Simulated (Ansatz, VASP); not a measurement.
KMgF3: VASP beside Ansatz

```xyz
5
Lattice="4.0525 0.0000 0.0000 0.0000 4.0525 0.0000 0.0000 0.0000 4.0525" Properties=species:S:1:pos:R:3 pbc="T T T"
K     2.0263    2.0263    2.0263
Mg    0.0000    0.0000    0.0000
F     0.0000    2.0263    0.0000
F     0.0000    0.0000    2.0263
F     2.0263    0.0000    0.0000
```

Alike in both runs: functional PBE; k mesh 4 × 4 × 4; occupations gaussian, width 0.1 eV; no spin polarisation.

Ansatz relaxed the structure, and its values are those at the end. VASP's run is a single point on that final structure, the one shown.

|  | VASP | Ansatz |
| --- | --- | --- |
| version | VASP 6.6.1 | Ansatz 0.2.0 |
| potentials or method | VASP PAW PBE potentials, release 64 (K_sv, Mg, F), cutoff 600 eV | scalar-relativistic, plane waves, PAW |
| valence electrons in the cell | 32 | 40 |

Ansatz gave:

```
gap on the k mesh at the Fermi level (eV) : 6.97
least direct gap on the mesh (eV)         : 7.29
pressure (GPa)                            : 0.1
```

Question: Estimate VASP's values.

Answer: gap on the k mesh at the Fermi level (eV): 6.94; least direct gap on the mesh (eV): 7.26; pressure (GPa): -0.5.

The functional is the same, so the differences come from potentials, cutoffs and numerics. VASP's potentials hold 32 valence electrons a cell and Ansatz's 40, so a difference there can come from the potentials and not from the codes.
